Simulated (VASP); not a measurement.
## Zn2CdSe3: single point with PBE

Zn2CdSe3:

```xyz
12
Lattice="4.1485 0.0000 0.0000 -2.0742 3.5927 0.0000 0.0000 0.0000 20.5700" Properties=species:S:1:pos:R:3 pbc="T T T"
Zn    0.0000    2.3951   20.5224
Zn    0.0000    2.3951    6.9672
Zn    2.0742    1.1976   10.2373
Zn    2.0742    1.1976   17.2522
Cd    0.0000    2.3951   13.7931
Cd    2.0742    1.1976    3.5080
Se    0.0000    2.3951    2.4305
Se    0.0000    2.3951    9.4552
Se    0.0000    2.3951   16.4613
Se    2.0742    1.1976    6.1763
Se    2.0742    1.1976   12.7155
Se    2.0742    1.1976   19.7403
```

| Property | Result |
| --- | --- |
| Program | VASP 6.6.1 |
| Task | single point |
| Functional | PBE |
| Potentials or basis | VASP PAW PBE potentials, release 64 (Zn, Cd, Se) |
| Cutoff | 520 eV |
| k mesh | 6 × 6 × 1 |
| Occupations | gaussian, width 0.1 eV |
| Spin | no spin polarisation |

```json
{"Pressure": "0.2 GPa", "Largest force": "0.019 eV/Å", "Band gap on the k mesh": "0.73 eV"}
```

Forces in eV/Å, atoms in the order of the input:
```
Zn   0.000  0.000 -0.003
Zn   0.000  0.000  0.002
Zn   0.000  0.000 -0.003
Zn   0.000  0.000  0.002
Cd   0.000  0.000  0.006
Cd   0.000  0.000  0.006
Se   0.000  0.000 -0.019
Se   0.000  0.000  0.000
Se   0.000  0.000  0.014
Se   0.000  0.000  0.014
Se   0.000  0.000 -0.019
Se   0.000  0.000  0.000
```

Levels at points of the mesh, in eV from the valence-band top:
| k point | band 52 | band 53 | band 54 | band 55 | band 56 | band 57 |
| --- | --- | --- | --- | --- | --- | --- |
| (0.00, 0.00, 0.00) | -0.08 | 0.00 | 0.00 | 0.73 | 1.87 | 2.01 |
| (0.50, 0.00, 0.00) | -1.30 | -0.95 | -0.78 | 2.45 | 2.56 | 2.87 |

It took 6 min on 1 thread of Intel Xeon 8259CL, on a shared host, peak memory 0.48 GiB.

Caveat: semilocal functionals underestimate gaps, and a narrow one can read as zero.
